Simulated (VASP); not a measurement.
# Lu (Im-3m) in VASP: notebook, part 2 of 3

VASP 6.6.1. Earlier steps stand in the parts before.

### 3 Single point, PBE (22.25 Å³/atom)

This run uses another cell than the first one, of 22.25 Å³/atom.

Contents of INCAR:

```
PREC = Accurate
ENCUT = 520
EDIFF = 1E-6
ISMEAR = -1
SIGMA = 0.1
LREAL = False
LASPH = True
NELM = 100
ALGO = Normal
ISIF = 2
LWAVE = False
LCHARG = False
GGA = PE
NBANDS = 18
```

Contents of KPOINTS:

```
Automatic mesh
0
Gamma
  14 14 14
```

Contents of POSCAR:

```
Lu
1.0
   -1.7719502835      1.7719502835      1.7719502835
    1.7719502835     -1.7719502835      1.7719502835
    1.7719502835      1.7719502835     -1.7719502835
Lu
1
Direct
    0.0000000000      0.0000000000      0.0000000000
```

Potentials or basis: VASP PAW PBE potentials, release 64 (Lu).

The run is started by

```
> cat potpaw_PBE.64/Lu/POTCAR > POTCAR
> mpirun -np 1 vasp_std > vasp.out
```

OUTCAR:

```text
PREC = Accurate
   ENCUT = 520
   EDIFF = 1E-6
   ISMEAR = -1
   LREAL = False
   LASPH = True
   NELM = 100
   ISIF = 2
   GGA = PE

 ion  position               nearest neighbor table
   1  0.000  0.000  0.000-

  LATTYP: Found a body centered cubic cell.
 ALAT       =     3.5439005670

  Lattice vectors:

 A1 = (  -1.7719502835,   1.7719502835,   1.7719502835)
 A2 = (   1.7719502835,  -1.7719502835,   1.7719502835)
 A3 = (   1.7719502835,   1.7719502835,  -1.7719502835)

Analysis of symmetry for initial positions (statically):
=====================================================================
 Subroutine PRICEL returns:
 Original cell was already a primitive cell.

 Routine SETGRP: Setting up the symmetry group for a
 body centered cubic supercell.

 Subroutine GETGRP returns: Found 48 space group operations
 (whereof 48 operations were pure point group operations)
 out of a pool of 48 trial point group operations.

The static configuration has the point symmetry O_h .

Analysis of symmetry for dynamics (positions and initial velocities):
=====================================================================
 Subroutine PRICEL returns:
 Original cell was already a primitive cell.

 Routine SETGRP: Setting up the symmetry group for a
 body centered cubic supercell.

 Subroutine GETGRP returns: Found 48 space group operations
 (whereof 48 operations were pure point group operations)
 out of a pool of 48 trial point group operations.

The dynamic configuration has the point symmetry O_h .

 Subroutine INISYM returns: Found 48 space group operations
 (whereof 48 operations are pure point group operations),
 and found     1 'primitive' translations

----------------------------------------------------------------------------------------

                                     Primitive cell

  volume of cell :      22.2543

  direct lattice vectors                    reciprocal lattice vectors
    -1.771950284  1.771950284  1.771950284     0.000000000  0.282174960  0.282174960
     1.771950284 -1.771950284  1.771950284     0.282174960  0.000000000  0.282174960
     1.771950284  1.771950284 -1.771950284     0.282174960  0.282174960  0.000000000

  length of vectors
     3.069107920  3.069107920  3.069107920     0.399055655  0.399055655  0.399055655

  position of ions in fractional coordinates (direct lattice)
     0.000000000  0.000000000  0.000000000

  ion indices of the primitive-cell ions
   primitive index   ion index
                 1           1

----------------------------------------------------------------------------------------

 KPOINTS: Automatic mesh

Automatic generation of k-mesh.
 Grid dimensions read from file:
 generate k-points for:   14   14   14

 Generating k-lattice:

  Cartesian coordinates                     Fractional coordinates (reciprocal lattice)
     0.000000000  0.020155354  0.020155354     0.071428571  0.000000000  0.000000000
     0.020155354  0.000000000  0.020155354     0.000000000  0.071428571  0.000000000
     0.020155354  0.020155354  0.000000000     0.000000000  0.000000000  0.071428571

  Length of vectors
     0.028503975  0.028503975  0.028503975

  Shift w.r.t. Gamma in fractional coordinates (k-lattice)
     0.000000000  0.000000000  0.000000000

 Subroutine IBZKPT returns following result:
 ===========================================

 Found    104 irreducible k-points:

 Following reciprocal coordinates:
            Coordinates               Weight
  0.000000  0.000000  0.000000      1.000000
  0.071429  0.000000  0.000000     12.000000
  0.142857  0.000000  0.000000     12.000000
  0.214286  0.000000  0.000000     12.000000
  0.285714  0.000000  0.000000     12.000000
  0.357143  0.000000  0.000000     12.000000
[... 16 lines left out ...]
  0.285714  0.285714  0.000000     24.000000
  0.357143  0.285714  0.000000     24.000000
 [... further k-points ...]
   k-points           NKPTS =    104   k-points in BZ     NKDIM =    104   number of bands    NBANDS=     18
   number of dos      NEDOS =    301   number of ions     NIONS =      1
   total plane-waves  NPLWV =  13824
   dimension x,y,z NGX =    24 NGY =   24 NGZ =   24
   dimension x,y,z NGXF=    48 NGYF=   48 NGZF=   48
   ions per type =               1
   NGX,Y,Z   is equivalent  to a cutoff of  13.00, 13.00, 13.00 a.u.
   NGXF,Y,Z  is equivalent  to a cutoff of  26.00, 26.00, 26.00 a.u.
 SYSTEM =  unknown system
   PREC   = accura    normal or accurate (medium, high low for compatibility)
   ISTART =      0    job   : 0-new  1-cont  2-samecut
   ICHARG =      2    charge: 1-file 2-atom 10-const
   ISPIN  =      1    spin polarized calculation?
   LNONCOLLINEAR =      F non collinear calculations
   LSORBIT =      F    spin-orbit coupling
   LASPH  =      T    aspherical Exc in radial PAW
   ENCUT  =  520.0 eV  38.22 Ry    6.18 a.u.   5.71  5.71  5.71*2*pi/ulx,y,z
   NELM   =    100;   NELMIN=  2; NELMDL= -5     # of ELM steps
   EDIFF  = 0.1E-05   stopping-criterion for ELM
   LREAL  =      F    real-space projection
   EDIFFG = 0.1E-04   stopping-criterion for IOM
   NSW    =      0    number of steps for IOM
   IBRION =     -1    ionic relax: 0-MD 1-quasi-New 2-CG
   NFREE  =      0    steps in history (QN), initial steepest desc. (CG)
   ISIF   =      2    stress and relaxation
   ISYM   =      2    0-nonsym 1-usesym 2-fastsym
   POTIM  = 0.5000    time-step for ionic-motion
   TEBEG  =    0.0;   TEEND  =   0.0 temperature during run
   PSTRESS=    0.0 pullay stress
   NELECT =      25.0000    total number of electrons
   NUPDOWN=      -1.0000    fix difference up-down
   EMIN   =  10.00;   EMAX   =-10.00  energy-range for DOS
   EFERMI =   0.00;   METHOD = LEGACY
   ISMEAR =    -1;   SIGMA  =   0.10  broadening in eV -4-tet -1-fermi 0-gaus
   EFERMI_NEDOS =   21; number of points for ismear=-14 and -15
   IALGO  =     38    algorithm
   IMIX   =      4    mixing-type and parameters
     AMIX     =   0.40;   BMIX     =  1.00
     AMIX_MAG =   1.60;   BMIX_MAG =  1.00
  volume/ion in A,a.u.               =      22.25       150.18
  Fermi-wavevector in a.u.,A,eV,Ry     =   1.701832  3.215996 39.405622  2.896232
  Thomas-Fermi vector in A             =   2.781712
   LORBIT       =      0    0 simple, 1 ext, 2 COOP (PROOUT), +10 PAW based schemes
   GGA     = PE    functional components
[... 5 lines left out ...]
 non-spin polarized calculation
  energy-cutoff  :      520.00
  volume of cell :       22.25
 maximum number of plane-waves:       616
   NGX = 11   NGY = 11   NGZ = 11

 number of electron      25.0000012 magnetization

 Free energy of the ion-electron system (eV)
  ---------------------------------------------------
  ext. energy  EPLUGINS =         0.00000000
  ---------------------------------------------------
  free energy    TOTEN  =        -4.03607455 eV

  energy without entropy =       -3.97867579  energy(sigma->0) =       -4.00737517

 E-fermi :   3.5295     XC(G=0): -12.0388

 val. band max:        3.5109403037   @ k =  -0.4286   0.5000   0.1429
 cond. band min:       3.5352404499   @ k =  -0.3571   0.5000   0.0714
 fundamental gap:      0.0243001462
 Fermi energy:         3.5294747908

 k-point     1 :       0.0000    0.0000    0.0000
  band No.  band energies     occupation
      1     -52.3760      2.00000
      2     -22.5226      2.00000
      3     -22.5226      2.00000
      4     -22.5226      2.00000
      5      -3.2889      2.00000
      6      -1.3125      2.00000
[... 10 lines left out ...]
     17       8.8224      0.00000
     18      16.7177      0.00000

 k-point     2 :       0.0714    0.0000    0.0000
  band No.  band energies     occupation
      1     -52.3707      2.00000
      2     -22.5871      2.00000
      3     -22.5416      2.00000
      4     -22.5232      2.00000
      5      -3.0833      2.00000
      6      -1.3099      2.00000
[... 10 lines left out ...]
     17       8.8173      0.00000
     18      16.9374      0.00000
[... 442 lines left out ...]
 k-point    24 :       0.3571    0.2857    0.0000
  band No.  band energies     occupation
      1     -52.2560      2.00000
      2     -23.4247      2.00000
      3     -23.2438      2.00000
      4     -22.6695      2.00000
      5      -1.2759      2.00000
      6      -1.2503      2.00000
[... 10 lines left out ...]
     17      12.2078      0.00000
     18      15.0338      0.00000

 [... further k-points ...]

------------------------ aborting loop because EDIFF is reached ----------------------------------------

  FORCE on cell =-STRESS in cart. coord.  units (eV):
  Direction    XX          YY          ZZ          XY          YZ          ZX
  --------------------------------------------------------------------------------------
  -------------------------------------------------------------------------------------
  Total        2.7757944      2.7757944      2.7757944      0.0000000      0.0000000      0.0000000
  in kB      199.8403970    199.8403970    199.8403970      0.0000000      0.0000000      0.0000000
  external PRESSURE =     199.8403970 kB  Pullay stress =       0.0000000 kB

 VOLUME and BASIS-vectors are now :
 -----------------------------------------------------------------------------
  energy-cutoff  :      520.00
  volume of cell :       22.25
      direct lattice vectors                 reciprocal lattice vectors
    -1.771950284  1.771950284  1.771950284     0.000000000  0.282174960  0.282174960
     1.771950284 -1.771950284  1.771950284     0.282174960  0.000000000  0.282174960
     1.771950284  1.771950284 -1.771950284     0.282174960  0.282174960  0.000000000

 POSITION                                       TOTAL-FORCE (eV/Angst)
 -----------------------------------------------------------------------------------
      0.00000      0.00000      0.00000        -0.000000     -0.000000      0.000000
 -----------------------------------------------------------------------------------
    total drift:                                0.000000      0.000000      0.000000

  FREE ENERGIE OF THE ION-ELECTRON SYSTEM (eV)
  ---------------------------------------------------
  free  energy   TOTEN  =        -4.0360745530 eV

  energy  without entropy=       -3.9786757927  energy(sigma->0) =       -4.00737517
```

OSZICAR:

```text
N       E                     dE             d eps       ncg     rms          rms(c)
DAV:   1     0.749659082554E+02    0.74966E+02   -0.10119E+04  4648   0.468E+03
DAV:   2     0.140138963640E+01   -0.73565E+02   -0.71860E+02  3840   0.353E+02
DAV:   3    -0.398632807068E+01   -0.53877E+01   -0.53389E+01  4084   0.728E+01
DAV:   4    -0.417330251654E+01   -0.18697E+00   -0.18624E+00  5098   0.113E+01
DAV:   5    -0.417795509435E+01   -0.46526E-02   -0.46509E-02  4442   0.153E+00    0.346E+00
DAV:   6    -0.405164957259E+01    0.12631E+00   -0.45062E-01  6356   0.150E+01    0.138E+00
DAV:   7    -0.403719715182E+01    0.14452E-01   -0.29326E-02  5988   0.177E+00    0.423E-01
DAV:   8    -0.403568885318E+01    0.15083E-02   -0.70145E-03  6092   0.598E-01    0.130E-01
DAV:   9    -0.403607590372E+01   -0.38705E-03   -0.81934E-04  4732   0.268E-01    0.236E-02
DAV:  10    -0.403607416127E+01    0.17424E-05   -0.61281E-05  4808   0.667E-02    0.977E-03
DAV:  11    -0.403607455296E+01   -0.39168E-06   -0.40367E-06  4690   0.197E-02
   1 F= -.40360746E+01 E0= -.40073752E+01  d E =-.573988E-01
```

Run time: 41 s. Hardware: 1 thread of AMD EPYC 7R43 (Zen 3), shared host; peak memory 0.14 GiB.

What came out:

```
Free energy            : -4.0361 eV
Pressure               : 20.0 GPa
Band gap on the k mesh : zero (an odd number of electrons rules out a gap without spin polarisation)
```

Levels at points of the mesh, in eV from the Fermi level:
| k point | band 8 | band 9 | band 10 | band 11 | band 12 | band 13 | band 14 | band 15 | band 16 | band 17 |
| --- | --- | --- | --- | --- | --- | --- | --- | --- | --- | --- |
| (0.00, 0.00, 0.00) | -4.84 | -4.66 | -4.66 | -4.66 | -4.61 | 2.40 | 2.40 | 2.40 | 5.29 | 5.29 |
| (0.50, 0.00, 0.00) | -4.70 | -4.67 | -4.67 | -4.64 | -3.14 | 0.06 | 1.59 | 5.24 | 6.44 | 9.38 |
| (0.50, 0.50, 0.50) | -4.76 | -4.64 | -4.64 | -4.64 | -2.46 | -2.46 | 7.89 | 7.89 | 7.89 | 8.36 |

Caveat: the cell stands under pressure; spin-orbit coupling is left out, which moves the levels of the heavy elements.

### 4 Single point, PBE (22.25 Å³/atom)

This run uses another cell than the first one, of 22.25 Å³/atom.

Contents of INCAR:

```
SYSTEM = Lu
ALGO     = Normal         ! electronic algorithm
EDIFF    = 1E-6           ! SCF threshold, eV
ENCUT    = 520            ! plane-wave cutoff, eV
GGA      = PE             ! functional
ISIF     = 2              ! what is computed and relaxed
ISMEAR   = -1             ! smearing method
LASPH    = .TRUE.         ! aspherical terms in the spheres
LCHARG   = .FALSE.        ! write CHGCAR
LREAL    = .FALSE.        ! projectors in reciprocal space
LWAVE    = .FALSE.        ! write WAVECAR
NBANDS   = 18             ! bands
NELM     = 100            ! most SCF steps
PREC     = Accurate       ! precision mode
SIGMA    = 0.1            ! smearing width, eV
```

Contents of KPOINTS:

```
k-points
0
G
  14 14 14
  0 0 0
```

POSCAR is that of step 3.

The run is started by

```
> cat potpaw_PBE.64/Lu/POTCAR > POTCAR
> mpirun -np 1 vasp_std > vasp.out
```

Run time: 52 s. Hardware: 1 thread of AMD EPYC 7R43 (Zen 3), shared host; peak memory 0.14 GiB.

It converged, with:

- Free energy: -4.0361 eV
- Pressure: 20.0 GPa
- Band gap on the k mesh: zero (an odd number of electrons rules out a gap without spin polarisation)

Levels at points of the mesh, in eV from the Fermi level:
| k point | band 10 | band 11 | band 12 | band 13 | band 14 | band 15 |
| --- | --- | --- | --- | --- | --- | --- |
| (0.00, 0.00, 0.00) | -4.66 | -4.66 | -4.61 | 2.40 | 2.40 | 2.40 |
| (0.50, 0.00, 0.00) | -4.67 | -4.64 | -3.14 | 0.06 | 1.59 | 5.24 |
| (0.50, 0.50, 0.50) | -4.64 | -4.64 | -2.46 | -2.46 | 7.89 | 7.89 |

Caveat: the cell stands under pressure; spin-orbit coupling is left out, which moves the levels of the heavy elements.

(Part 2 of 3 ends here.)

The gap in the log of VASP goes by the Fermi energy; the results here count the filled bands.